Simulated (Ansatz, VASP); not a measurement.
## SnO: VASP beside Ansatz

File POSCAR:

```
SnO
1.0
    3.3550050000      0.0000000000      0.0000000000
    0.0000000000      5.6741040000      0.0000000000
    0.0000000000      0.0000000000      4.2219700000
Sn O
2 2
Direct
   -0.0326714820      0.2281668933      0.4953072054
    0.4846702207      0.7596073393     -0.0358882953
    0.1978998496      0.8267984094      0.7374873176
    0.3501014117      0.1854273580      0.3030957723
```

File INCAR.step1:

```
PREC     = Accurate       # precision mode
ENCUT    = 520            # plane-wave cutoff, eV
ISMEAR   = 0              # smearing method
SIGMA    = 0.05           # smearing width, eV
LREAL    = F              # projectors in reciprocal space
LASPH    = T              # aspherical terms in the spheres
NELM     = 80             # most SCF steps
NBANDS   = 28             # bands
GGA      = PE             # functional
ALGO     = Normal         # electronic algorithm
EDIFF    = 1E-4           # SCF threshold, eV
LWAVE    = T              # write WAVECAR
LCHARG   = F              # write CHGCAR
```

INCAR.step2

```
PREC     = Accurate       # precision mode
ENCUT    = 520            # plane-wave cutoff, eV
EDIFF    = 1E-6           # SCF threshold, eV
ISMEAR   = 0              # smearing method
SIGMA    = 0.05           # smearing width, eV
LREAL    = F              # projectors in reciprocal space
LASPH    = T              # aspherical terms in the spheres
NELM     = 80             # most SCF steps
ALGO     = Normal         # electronic algorithm
ISIF     = 2              # what is computed and relaxed
LWAVE    = F              # write WAVECAR
LCHARG   = T              # write CHGCAR
METAGGA  = R2SCAN         # meta-GGA
LMIXTAU  = T            
LELF     = T              # ELF
LVHAR    = T            
NBANDS   = 28             # bands
ISTART   = 1
```

The input KPOINTS:

```
regular mesh
0
Gamma
  8 6 6
```

Input for Ansatz:

```yaml
crystal:
  lattice:
    - [3.355005, 0.0, 0.0]
    - [0.0, 5.674104, 0.0]
    - [0.0, 0.0, 4.22197]
  atoms:
    - { symbol: Sn, position: [-0.032671482, 0.2281668933, 0.4953072054] }
    - { symbol: Sn, position: [0.4846702207, 0.7596073393, -0.0358882953] }
    - { symbol: O, position: [0.1978998496, 0.8267984094, 0.7374873176] }
    - { symbol: O, position: [0.3501014117, 0.185427358, 0.3030957723] }
basis:
  ecutwfc: 500
kpoints:
  mp_grid: { grid: [8, 6, 6] }
hamiltonian:
  xc: r2scan
scf:
  occupations: { method: gaussian, width: 0.05 }
output:
  forces: true
  stress: true
  eigenvalues: true
  write_density: true
  write_potential: true
  elf: true
  volumetric_format: npy
```

Change from the starting cell: all atoms moved at random (sigma 0.3 Å a component).

Alike in both runs: task single point; functional r2SCAN; k mesh 8 × 6 × 6; occupations gaussian, width 0.05 eV; no spin polarisation.

|  | VASP | Ansatz |
| --- | --- | --- |
| version | VASP 6.6.1 | Ansatz 0.2.0 |
| potentials or method | VASP PAW PBE potentials, release 64 (Sn_d, O), cutoff 520 eV | scalar-relativistic, plane waves, PAW |
| valence electrons in the cell | 40 | 40 |

```csv
,VASP,Ansatz,Ansatz less VASP
gap on the k mesh at the Fermi level (eV),1.30,1.21,-0.094
least direct gap on the mesh (eV),1.62,1.52,-0.104
rms of the force components (eV/Å),19.863,23.820,+3.9570
```

VASP's potentials were made for PBE, not for r2SCAN. Atom by atom the forces differ by 4.032 eV/Å (rms over components).
